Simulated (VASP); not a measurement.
# Mg2C (Fm-3m) in VASP: notebook

Mg2C is run at these levels: PBE, HSE06, PBE-based global hybrid with 20 % exact exchange; tasks: single point.

Program: VASP 6.6.1. These are calculated values, not measurements. Logs are shortened: lines on timing, memory, paths and dates and some standing lists are left out, and cuts for length are marked.

### 1 The cell of the first run

Symmetry: Fm-3m, No. 225, cubic system. Conventional cell: a = 5.422 Å, b = 5.422 Å, c = 5.422 Å, α = 90.00°, β = 90.00°, γ = 90.00°. C (site symmetry m-3m) has 8 Mg at 2.35 Å within 3.1 Å. Mg (site symmetry -43m) has 4 C at 2.35 Å and 6 Mg at 2.71 Å within 3.1 Å.

### 2 Single point, PBE

File INCAR:

```
ALGO = Normal
EDIFF = 1E-6
ENCUT = 520
GGA = PE
ISIF = 2
ISMEAR = 0
LASPH = True
LCHARG = True
LELF = True
LREAL = False
LVHAR = True
LWAVE = False
NBANDS = 11
NELM = 80
PREC = Accurate
SIGMA = 0.01
```

File KPOINTS:

```
k-points
0
Gamma
  6 6 6
```

File POSCAR:

```
Mg2C
1.0
    0.0000000000      2.7109426181      2.7109426181
    2.7109426181      0.0000000000      2.7109426181
    2.7109426181      2.7109426181      0.0000000000
C Mg
1 2
Direct
    0.0000000000      0.0000000000      0.0000000000
    0.2500000000      0.2500000000      0.2500000000
    0.7500000000      0.7500000000      0.7500000000
```

Potentials or basis: VASP PAW PBE potentials, release 64 (C, Mg).

Launch:

```bash
> cat potpaw_PBE.64/C/POTCAR potpaw_PBE.64/Mg/POTCAR > POTCAR
> mpirun -np 1 vasp_std > vasp.out
```

OUTCAR:

```text
EDIFF = 1E-6
   ENCUT = 520
   GGA = PE
   ISIF = 2
   ISMEAR = 0
   LASPH = True
   LREAL = False
   NELM = 80
   PREC = Accurate

 ion  position               nearest neighbor table
   1  0.000  0.000  0.000-   3 2.35   3 2.35   3 2.35   2 2.35   3 2.35   2 2.35   2 2.35   2 2.35

   2  0.250  0.250  0.250-   1 2.35   1 2.35   1 2.35   1 2.35   3 2.71   3 2.71   3 2.71   3 2.71
                             3 2.71   3 2.71
   3  0.750  0.750  0.750-   1 2.35   1 2.35   1 2.35   1 2.35   2 2.71   2 2.71   2 2.71   2 2.71
                             2 2.71   2 2.71

  LATTYP: Found a face centered cubic cell.
 ALAT       =     5.4218852362

  Lattice vectors:

 A1 = (   0.0000000000,   2.7109426181,   2.7109426181)
 A2 = (   2.7109426181,   0.0000000000,   2.7109426181)
 A3 = (   2.7109426181,   2.7109426181,   0.0000000000)

Analysis of symmetry for initial positions (statically):
=====================================================================
 Subroutine PRICEL returns:
 Original cell was already a primitive cell.

 Routine SETGRP: Setting up the symmetry group for a
 face centered cubic supercell.

 Subroutine GETGRP returns: Found 48 space group operations
 (whereof 48 operations were pure point group operations)
 out of a pool of 48 trial point group operations.

The static configuration has the point symmetry O_h .

Analysis of symmetry for dynamics (positions and initial velocities):
=====================================================================
 Subroutine PRICEL returns:
 Original cell was already a primitive cell.

 Routine SETGRP: Setting up the symmetry group for a
 face centered cubic supercell.

 Subroutine GETGRP returns: Found 48 space group operations
 (whereof 48 operations were pure point group operations)
 out of a pool of 48 trial point group operations.

The dynamic configuration has the point symmetry O_h .

 Subroutine INISYM returns: Found 48 space group operations
 (whereof 48 operations are pure point group operations),
 and found     1 'primitive' translations

----------------------------------------------------------------------------------------

                                     Primitive cell

  volume of cell :      39.8466

  direct lattice vectors                    reciprocal lattice vectors
     0.000000000  2.710942618  2.710942618    -0.184437692  0.184437692  0.184437692
     2.710942618  0.000000000  2.710942618     0.184437692 -0.184437692  0.184437692
     2.710942618  2.710942618  0.000000000     0.184437692  0.184437692 -0.184437692

  length of vectors
     3.833851817  3.833851817  3.833851817     0.319455454  0.319455454  0.319455454

  position of ions in fractional coordinates (direct lattice)
     0.000000000  0.000000000  0.000000000
     0.250000000  0.250000000  0.250000000
     0.750000000  0.750000000  0.750000000

  ion indices of the primitive-cell ions
   primitive index   ion index
                 1           1
                 2           2
                 3           3

----------------------------------------------------------------------------------------

 KPOINTS: k-points

Automatic generation of k-mesh.
 Grid dimensions read from file:
 generate k-points for:    6    6    6

 Generating k-lattice:

  Cartesian coordinates                     Fractional coordinates (reciprocal lattice)
    -0.030739615  0.030739615  0.030739615     0.166666667  0.000000000  0.000000000
     0.030739615 -0.030739615  0.030739615     0.000000000  0.166666667  0.000000000
     0.030739615  0.030739615 -0.030739615     0.000000000  0.000000000  0.166666667

  Length of vectors
     0.053242576  0.053242576  0.053242576

  Shift w.r.t. Gamma in fractional coordinates (k-lattice)
     0.000000000  0.000000000  0.000000000

 Subroutine IBZKPT returns following result:
 ===========================================

 Found     16 irreducible k-points:

 Following reciprocal coordinates:
            Coordinates               Weight
  0.000000  0.000000  0.000000      1.000000
  0.166667  0.000000  0.000000      8.000000
  0.333333  0.000000  0.000000      8.000000
  0.500000  0.000000  0.000000      4.000000
  0.166667  0.166667  0.000000      6.000000
  0.333333  0.166667  0.000000     24.000000
[... 8 lines left out ...]
 -0.333333  0.333333  0.166667     24.000000
 -0.333333  0.500000  0.166667     12.000000
   k-points           NKPTS =     16   k-points in BZ     NKDIM =     16   number of bands    NBANDS=     11
   number of dos      NEDOS =    301   number of ions     NIONS =      3
   total plane-waves  NPLWV =  27000
   dimension x,y,z NGX =    30 NGY =   30 NGZ =   30
   dimension x,y,z NGXF=    60 NGYF=   60 NGZF=   60
   ions per type =               1   2
   NGX,Y,Z   is equivalent  to a cutoff of  13.01, 13.01, 13.01 a.u.
   NGXF,Y,Z  is equivalent  to a cutoff of  26.02, 26.02, 26.02 a.u.
 SYSTEM =  unknown system
   PREC   = accura    normal or accurate (medium, high low for compatibility)
   ISTART =      0    job   : 0-new  1-cont  2-samecut
   ICHARG =      2    charge: 1-file 2-atom 10-const
   ISPIN  =      1    spin polarized calculation?
   LNONCOLLINEAR =      F non collinear calculations
   LSORBIT =      F    spin-orbit coupling
   LASPH  =      T    aspherical Exc in radial PAW
   ENCUT  =  520.0 eV  38.22 Ry    6.18 a.u.   7.13  7.13  7.13*2*pi/ulx,y,z
   NELM   =     80;   NELMIN=  2; NELMDL= -5     # of ELM steps
   EDIFF  = 0.1E-05   stopping-criterion for ELM
   LREAL  =      F    real-space projection
   EDIFFG = 0.1E-04   stopping-criterion for IOM
   NSW    =      0    number of steps for IOM
   IBRION =     -1    ionic relax: 0-MD 1-quasi-New 2-CG
   NFREE  =      0    steps in history (QN), initial steepest desc. (CG)
   ISIF   =      2    stress and relaxation
   ISYM   =      2    0-nonsym 1-usesym 2-fastsym
   POTIM  = 0.5000    time-step for ionic-motion
   TEBEG  =    0.0;   TEEND  =   0.0 temperature during run
   PSTRESS=    0.0 pullay stress
   NELECT =       8.0000    total number of electrons
   NUPDOWN=      -1.0000    fix difference up-down
   EMIN   =  10.00;   EMAX   =-10.00  energy-range for DOS
   EFERMI =   0.00;   METHOD = LEGACY
   ISMEAR =     0;   SIGMA  =   0.01  broadening in eV -4-tet -1-fermi 0-gaus
   EFERMI_NEDOS =   21; number of points for ismear=-14 and -15
   IALGO  =     38    algorithm
   IMIX   =      4    mixing-type and parameters
     AMIX     =   0.40;   BMIX     =  1.00
     AMIX_MAG =   1.60;   BMIX_MAG =  1.00
  volume/ion in A,a.u.               =      13.28        89.63
  Fermi-wavevector in a.u.,A,eV,Ry     =   0.958608  1.811507 12.502799  0.918930
  Thomas-Fermi vector in A             =   2.087731
   LORBIT       =      0    0 simple, 1 ext, 2 COOP (PROOUT), +10 PAW based schemes
   GGA     = PE    functional components
   LHFCALC =     F    Hartree Fock is set to
   AEXX    =    0.0000 exact exchange contribution
   IVDW    =     0    specifies the selected vdW correction
   LEPSILON=     F    determine dielectric tensor
   LRPA    =     F    only Hartree local field effects (RPA)
 non-spin polarized calculation
 Gauss-broadening in eV      SIGMA  =   0.01
  energy-cutoff  :      520.00
  volume of cell :       39.85
 maximum number of plane-waves:      1090
 NGX is ok and might be reduce to    30
   NGX = 15   NGY = 15   NGZ = 15

 number of electron       8.0000000 magnetization

 Free energy of the ion-electron system (eV)
  ---------------------------------------------------
  ext. energy  EPLUGINS =         0.00000000
  ---------------------------------------------------
  free energy    TOTEN  =       -11.47532332 eV

  energy without entropy =      -11.47532332  energy(sigma->0) =      -11.47532332

 E-fermi :   3.8055     XC(G=0):  -9.9397

 val. band max:        3.7634583872   @ k =   0.0000   0.0000   0.0000
 cond. band min:       4.4938062131   @ k =   0.5000   0.5000   0.0000
 fundamental gap:      0.7303478259
 Fermi energy:         3.8055073551

 k-point     1 :       0.0000    0.0000    0.0000
  band No.  band energies     occupation
      1      -6.9365      2.00000
      2       3.7635      2.00000
      3       3.7635      2.00000
      4       3.7635      2.00000
      5       5.2566      0.00000
      6      10.3723      0.00000
      7      10.3723      0.00000
      8      10.3723      0.00000
      9      13.4322      0.00000
     10      13.4322      0.00000
     11      14.4245      0.00000

 k-point     2 :       0.1667    0.0000    0.0000
  band No.  band energies     occupation
      1      -6.6477      2.00000
      2       2.0607      2.00000
      3       3.6416      2.00000
      4       3.6416      2.00000
      5       6.4917      0.00000
      6      10.1624      0.00000
      7      10.5501      0.00000
      8      10.5501      0.00000
      9      12.2263      0.00000
     10      12.2263      0.00000
     11      13.9196      0.00000

 k-point     3 :       0.3333    0.0000    0.0000
  band No.  band energies     occupation
      1      -5.9160      2.00000
      2       0.0034      2.00000
      3       3.4327      2.00000
      4       3.4327      2.00000
      5       7.1479      0.00000
      6       9.7902      0.00000
      7       9.7902      0.00000
      8       9.8784      0.00000
      9      13.4954      0.00000
     10      13.4954      0.00000
     11      14.1811      0.00000

 k-point     4 :       0.5000    0.0000    0.0000
  band No.  band energies     occupation
      1      -5.4003      2.00000
      2      -0.9870      2.00000
      3       3.3418      2.00000
      4       3.3418      2.00000
      5       7.2140      0.00000
      6       9.3795      0.00000
      7       9.3795      0.00000
      8       9.6614      0.00000
      9      15.0619      0.00000
     10      15.2734      0.00000
     11      15.2734      0.00000

 k-point     5 :       0.1667    0.1667    0.0000
  band No.  band energies     occupation
      1      -6.5523      2.00000
      2       2.1550      2.00000
      3       3.2812      2.00000
      4       3.2812      2.00000
      5       6.8231      0.00000
      6       9.5636      0.00000
      7      10.3324      0.00000
      8      11.1106      0.00000
      9      11.1106      0.00000
     10      13.9685      0.00000
     11      15.4710      0.00000
[... 99 lines left out ...]
 k-point    13 :       0.5000    0.5000    0.0000
  band No.  band energies     occupation
      1      -4.9146      2.00000
      2      -0.2809      2.00000
      3       2.2331      2.00000
      4       2.2331      2.00000
      5       4.4938      0.00000
      6       7.8870      0.00000
      7      12.7670      0.00000
      8      13.1256      0.00000
      9      13.1256      0.00000
     10      17.1214      0.00000
     11      17.5226      0.00000

 k-point    14 :       0.5000    0.3333    0.1667
  band No.  band energies     occupation
      1      -5.3850      2.00000
      2       0.1764      2.00000
      3       1.7238      2.00000
      4       2.6249      2.00000
      5       6.9669      0.00000
      6       9.4630      0.00000
      7       9.7293      0.00000
      8      11.6244      0.00000
      9      12.6910      0.00000
     10      15.0845      0.00000
     11      17.6752      0.00000

 k-point    15 :      -0.3333    0.3333    0.1667
  band No.  band energies     occupation
      1      -5.0212      2.00000
      2      -0.0822      2.00000
      3       1.2225      2.00000
      4       2.2392      2.00000
      5       7.1203      0.00000
      6       9.1129      0.00000
      7      10.9462      0.00000
      8      11.3439      0.00000
      9      13.1802      0.00000
     10      14.1533      0.00000
     11      18.4629      0.00000

 k-point    16 :      -0.3333    0.5000    0.1667
  band No.  band energies     occupation
      1      -4.8812      2.00000
      2       0.1730      2.00000
      3       1.3516      2.00000
      4       1.4915      2.00000
      5       6.2158      0.00000
      6       9.4108      0.00000
      7      10.8680      0.00000
      8      11.8724      0.00000
      9      13.5328      0.00000
     10      15.0186      0.00000
     11      18.6094      0.00000

------------------------ aborting loop because EDIFF is reached ----------------------------------------

  FORCE on cell =-STRESS in cart. coord.  units (eV):
  Direction    XX          YY          ZZ          XY          YZ          ZX
  --------------------------------------------------------------------------------------
  -------------------------------------------------------------------------------------
  Total        0.4380807      0.4380807      0.4380807      0.0000000      0.0000000     -0.0000000
  in kB       17.6146371     17.6146371     17.6146371      0.0000000      0.0000000     -0.0000000
  external PRESSURE =      17.6146371 kB  Pullay stress =       0.0000000 kB

 VOLUME and BASIS-vectors are now :
 -----------------------------------------------------------------------------
  energy-cutoff  :      520.00
  volume of cell :       39.85
      direct lattice vectors                 reciprocal lattice vectors
     0.000000000  2.710942618  2.710942618    -0.184437692  0.184437692  0.184437692
     2.710942618  0.000000000  2.710942618     0.184437692 -0.184437692  0.184437692
     2.710942618  2.710942618  0.000000000     0.184437692  0.184437692 -0.184437692

 POSITION                                       TOTAL-FORCE (eV/Angst)
 -----------------------------------------------------------------------------------
      0.00000      0.00000      0.00000         0.000000     -0.000000      0.000000
      1.35547      1.35547      1.35547         0.000000      0.000000     -0.000000
      4.06641      4.06641      4.06641        -0.000000     -0.000000      0.000000
 -----------------------------------------------------------------------------------
    total drift:                                0.000000     -0.000000     -0.000000

  FREE ENERGIE OF THE ION-ELECTRON SYSTEM (eV)
  ---------------------------------------------------
  free  energy   TOTEN  =       -11.4753233160 eV

  energy  without entropy=      -11.4753233160  energy(sigma->0) =      -11.47532332
```

Run time: 5.2 s. Hardware: 1 thread of Intel Xeon 6975P-C (Granite Rapids), shared host; peak memory 0.16 GiB.

What came out:

```yaml
Free_energy: -11.4753 eV
Pressure: 1.8 GPa
Band_gap_on_the_k_mesh: 0.73 eV (least direct gap 1.49 eV)
```

Levels at points of the mesh, in eV from the valence-band top:
```
           k point  band 1  band 2  band 3  band 4  band 5  band 6  band 7  band 8  band 9
(0.00, 0.00, 0.00)  -10.70    0.00    0.00    0.00    1.49    6.61    6.61    6.61    9.67
(0.50, 0.00, 0.00)   -9.16   -4.75   -0.42   -0.42    3.45    5.62    5.62    5.90   11.30
(0.50, 0.50, 0.00)   -8.68   -4.04   -1.53   -1.53    0.73    4.12    9.00    9.36    9.36
```

### 3 Single point, PBE

File INCAR:

```
SYSTEM = Mg2C
ALGO     = Normal         ! electronic algorithm
EDIFF    = 1E-6           ! SCF threshold, eV
ENCUT    = 520            ! plane-wave cutoff, eV
GGA      = PE             ! functional
ISIF     = 2              ! what is computed and relaxed
ISMEAR   = 0              ! smearing method
LASPH    = .TRUE.         ! aspherical terms in the spheres
LCHARG   = .TRUE.         ! write CHGCAR
LELF     = .TRUE.         ! ELF
LREAL    = .FALSE.        ! projectors in reciprocal space
LVHAR    = .TRUE.       
LWAVE    = .FALSE.        ! write WAVECAR
NBANDS   = 11             ! bands
NELM     = 60             ! most SCF steps
PREC     = Accurate       ! precision mode
SIGMA    = 0.01           ! smearing width, eV
```

File KPOINTS:

```
k-points
0
G
  6 6 6
  0 0 0
```

POSCAR is that of step 2.

Potentials or basis: VASP PAW PBE potentials, release 64 (C, Mg).

Launch:

```bash
> cat potpaw_PBE.64/C/POTCAR potpaw_PBE.64/Mg/POTCAR > POTCAR
> mpirun -np 1 vasp_std > vasp.out
```

OUTCAR:

```text
SYSTEM = Mg2C
   EDIFF = 1E-6
   ENCUT = 520
   GGA = PE
   ISIF = 2
   ISMEAR = 0
   LASPH = .TRUE.
   LREAL = .FALSE.
   NELM = 60
   PREC = Accurate

 ion  position               nearest neighbor table
   1  0.000  0.000  0.000-   3 2.35   3 2.35   3 2.35   2 2.35   3 2.35   2 2.35   2 2.35   2 2.35

   2  0.250  0.250  0.250-   1 2.35   1 2.35   1 2.35   1 2.35   3 2.71   3 2.71   3 2.71   3 2.71
                             3 2.71   3 2.71
   3  0.750  0.750  0.750-   1 2.35   1 2.35   1 2.35   1 2.35   2 2.71   2 2.71   2 2.71   2 2.71
                             2 2.71   2 2.71

  LATTYP: Found a face centered cubic cell.
 ALAT       =     5.4218852362

  Lattice vectors:

 A1 = (   0.0000000000,   2.7109426181,   2.7109426181)
 A2 = (   2.7109426181,   0.0000000000,   2.7109426181)
 A3 = (   2.7109426181,   2.7109426181,   0.0000000000)

Analysis of symmetry for initial positions (statically):
=====================================================================
 Subroutine PRICEL returns:
 Original cell was already a primitive cell.

 Routine SETGRP: Setting up the symmetry group for a
 face centered cubic supercell.

 Subroutine GETGRP returns: Found 48 space group operations
[... 173 lines left out ...]
      6      10.3723      0.00000
      7      10.3723      0.00000
      8      10.3723      0.00000
      9      13.4322      0.00000
     10      13.4322      0.00000
     11      14.4245      0.00000
[... 197 lines left out ...]
 k-point    16 :      -0.3333    0.5000    0.1667
  band No.  band energies     occupation
      1      -4.8812      2.00000
      2       0.1730      2.00000
      3       1.3516      2.00000
      4       1.4915      2.00000
      5       6.2158      0.00000
      6       9.4108      0.00000
      7      10.8680      0.00000
      8      11.8724      0.00000
      9      13.5328      0.00000
     10      15.0186      0.00000
     11      18.6094      0.00000

------------------------ aborting loop because EDIFF is reached ----------------------------------------

  FORCE on cell =-STRESS in cart. coord.  units (eV):
  Direction    XX          YY          ZZ          XY          YZ          ZX
  --------------------------------------------------------------------------------------
  -------------------------------------------------------------------------------------
  Total        0.4380807      0.4380807      0.4380807      0.0000000      0.0000000     -0.0000000
  in kB       17.6146371     17.6146371     17.6146371      0.0000000      0.0000000     -0.0000000
  external PRESSURE =      17.6146371 kB  Pullay stress =       0.0000000 kB

 VOLUME and BASIS-vectors are now :
 -----------------------------------------------------------------------------
  energy-cutoff  :      520.00
  volume of cell :       39.85
      direct lattice vectors                 reciprocal lattice vectors
     0.000000000  2.710942618  2.710942618    -0.184437692  0.184437692  0.184437692
     2.710942618  0.000000000  2.710942618     0.184437692 -0.184437692  0.184437692
     2.710942618  2.710942618  0.000000000     0.184437692  0.184437692 -0.184437692

 POSITION                                       TOTAL-FORCE (eV/Angst)
 -----------------------------------------------------------------------------------
      0.00000      0.00000      0.00000         0.000000     -0.000000      0.000000
      1.35547      1.35547      1.35547         0.000000      0.000000     -0.000000
      4.06641      4.06641      4.06641        -0.000000     -0.000000      0.000000
 -----------------------------------------------------------------------------------
    total drift:                                0.000000     -0.000000     -0.000000

  FREE ENERGIE OF THE ION-ELECTRON SYSTEM (eV)
  ---------------------------------------------------
  free  energy   TOTEN  =       -11.4753233160 eV

  energy  without entropy=      -11.4753233160  energy(sigma->0) =      -11.47532332
```

Run time: 5.2 s. Hardware: 1 thread of Intel Xeon 6975P-C (Granite Rapids), shared host; peak memory 0.16 GiB.

Results:

| Item | Value |
| --- | --- |
| Free energy | -11.4753 eV |
| Pressure | 1.8 GPa |
| Band gap on the k mesh | 0.73 eV (least direct gap 1.49 eV) |

Levels at points of the mesh, in eV from the valence-band top:
```
           k point  band 1  band 2  band 3  band 4  band 5  band 6  band 7  band 8  band 9
(0.00, 0.00, 0.00)  -10.70    0.00    0.00    0.00    1.49    6.61    6.61    6.61    9.67
(0.50, 0.00, 0.00)   -9.16   -4.75   -0.42   -0.42    3.45    5.62    5.62    5.90   11.30
(0.50, 0.50, 0.00)   -8.68   -4.04   -1.53   -1.53    0.73    4.12    9.00    9.36    9.36
```

A k mesh can miss the band edges.

[end of part 1 of 2]
